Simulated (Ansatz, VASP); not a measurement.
# YAl2N3: VASP beside Ansatz

```
Y N Al
1.0
    -1.60309    1.60309    6.35857
     1.60309   -1.60309    6.35857
     1.60309    1.60309   -6.35857
Y N Al
1 3 2
Direct
  0.00000 0.00000 0.00000
  0.82123 0.82123 0.00000
  0.17877 0.17877 0.00000
  0.50000 0.50000 0.00000
  0.32737 0.32737 0.00000
  0.67263 0.67263 0.00000
```

Alike in both runs: task single point; functional r2SCAN; k mesh 12 × 12 × 12; no spin polarisation.

```csv
,VASP,Ansatz
version,VASP 6.6.1,Ansatz 0.2.0
potentials or method,"VASP PAW PBE potentials, release 64 (Y_sv, N, Al)","plane waves, PAW"
plane-wave cutoff (eV),520,500
occupations,"gaussian, width 0.01 eV",fixed
valence electrons in the cell,32,32
```

Ansatz gave:

* gap on the k mesh at the Fermi level (eV): 1.35
* pressure (GPa): 0.0
* rms of the force components (eV/Å): 0.000

Task: What did VASP give for the same quantities?

Result: gap on the k mesh at the Fermi level (eV): 1.36; pressure (GPa): -0.3; rms of the force components (eV/Å): 0.010.

VASP's potentials were made for PBE, not for r2SCAN.
